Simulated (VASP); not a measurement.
## Al4GaRu2: single point with PBE

Crystal: Al4GaRu2.

```
Al Ga Ru
1.0
    -0.22461   -0.00015    4.38475
     3.36707   -3.76006   -0.00321
     3.36770    3.76058   -0.00354
Al Ga Ru
4 1 2
Direct
  0.25608 0.34483 0.97536
  0.74392 0.65518 0.02464
  0.74389 0.02469 0.65521
  0.25611 0.97530 0.34479
  0.00000 0.50000 0.50000
  0.24307 0.83764 0.83763
  0.75693 0.16236 0.16236
```

```json
{
 "Program": "VASP 6.6.1",
 "Task": "single point",
 "Functional": "PBE",
 "Potentials or basis": "VASP PAW PBE potentials, release 64 (Al, Ga_d, Ru_pv)",
 "Cutoff": "520 eV",
 "k mesh": "6 × 4 × 4",
 "Occupations": "gaussian, width 0.2 eV",
 "Spin": "no spin polarisation"
}
```

| Property | Result |
| --- | --- |
| Pressure | 0.0 GPa |
| Largest force | 0.014 eV/Å |
| Band gap on the k mesh | zero (an odd number of electrons rules out a gap without spin polarisation) |

Forces on the atoms (eV/Å):
```
Al  -0.006 -0.001  0.003
Al   0.006  0.001 -0.003
Al   0.006 -0.001 -0.003
Al  -0.006  0.001  0.003
Ga   0.000  0.000  0.000
Ru   0.013  0.000  0.005
Ru  -0.013  0.000 -0.005
```

Levels at points of the mesh, in eV from the Fermi level:
| k point | band 25 | band 26 | band 27 | band 28 | band 29 | band 30 |
| --- | --- | --- | --- | --- | --- | --- |
| (0.00, 0.00, 0.00) | -0.84 | -0.75 | -0.06 | 0.27 | 1.30 | 3.43 |
| (0.50, 0.00, 0.00) | -1.44 | -1.32 | -1.14 | 0.89 | 1.79 | 2.17 |
| (0.00, 0.50, 0.00) | -1.01 | -0.37 | 0.20 | 1.35 | 1.82 | 2.37 |
| (0.50, 0.50, 0.00) | -1.30 | -0.79 | -0.73 | 0.90 | 1.87 | 2.52 |
| (0.00, 0.00, 0.50) | -1.01 | -0.37 | 0.20 | 1.35 | 1.82 | 2.37 |
| (0.50, 0.00, 0.50) | -1.30 | -0.79 | -0.72 | 0.90 | 1.87 | 2.52 |
| (0.00, 0.50, 0.50) | -1.16 | 0.85 | 0.90 | 1.23 | 1.78 | 2.50 |
| (0.50, 0.50, 0.50) | -1.62 | -0.82 | -0.62 | 0.84 | 0.93 | 4.01 |

Wall time 10 min on 1 thread of Oxide Virtual Turin-like Processor, on a shared host, peak memory 0.32 GiB.
